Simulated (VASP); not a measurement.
Set up this calculation in VASP 6.6.1, as the native input.

- Task: single point
- Functional: LDA
- Potentials or basis: VASP PAW LDA potentials, release 64 (Cd, F)
- Cutoff: 520 eV
- k mesh: 8 × 8 × 8
- Occupations: gaussian, width 0.05 eV
- Spin: no spin polarisation
- Dipole correction: no
- Further INCAR settings: ALGO = Normal; EDIFF = 1e-06; NBANDS = 20

The structure of CdF2 lies in POSCAR:

```
CdF2
1.0
    0.0000000000      2.6488277134      2.6488277134
    2.6488277134      0.0000000000      2.6488277134
    2.6488277134      2.6488277134      0.0000000000
Cd F
1 2
Direct
   -0.0163473336     -0.0163473336     -0.0163473336
    0.2500000000      0.2500000000      0.2500000000
    0.7500000000      0.7500000000      0.7500000000
```

This cell differs from its parent crystal: all Cd atoms moved -0.150 Å, as atom 1 along Cartesian [1 1 1].

The input as run:

INCAR

```
PREC     = Accurate       # precision mode
ENCUT    = 520            # plane-wave cutoff, eV
EDIFF    = 1E-6           # SCF threshold, eV
ISMEAR   = 0              # smearing method
SIGMA    = 0.05           # smearing width, eV
LREAL    = F              # projectors in reciprocal space
LASPH    = T              # aspherical terms in the spheres
NELM     = 60             # most SCF steps
ALGO     = Normal         # electronic algorithm
ISIF     = 2              # what is computed and relaxed
LWAVE    = F              # write WAVECAR
LCHARG   = T              # write CHGCAR
GGA      = CA             # functional
LELF     = T              # ELF
LVHAR    = T            
NBANDS   = 20             # bands
```

KPOINTS

```
Automatic mesh
0
Gamma
  8 8 8
```

Potentials or basis: VASP PAW LDA potentials, release 64 (Cd, F).

Command:

```sh
$ cat potpaw_LDA.64/Cd/POTCAR potpaw_LDA.64/F/POTCAR > POTCAR
$ mpirun -np 1 vasp_std > vasp.out
```

Results of the run:

* Pressure: 2.8 GPa
* Largest force: 1.102 eV/Å
* Band gap on the k mesh: 3.00 eV (least direct gap 3.40 eV)

Caveat: the cell differs from its parent crystal (all Cd atoms moved -0.150 Å, as atom 1 along Cartesian [1 1 1]); forces of over 1 eV/Å act on the atoms, so gaps and moduli don't describe the material at rest.

Run time: 30 s on 1 thread of Intel(R) Xeon(R) Platinum 8259CL CPU @ 2.50GHz (Skylake/Cascade Lake), with other jobs on the host, peak memory 0.17 GiB.
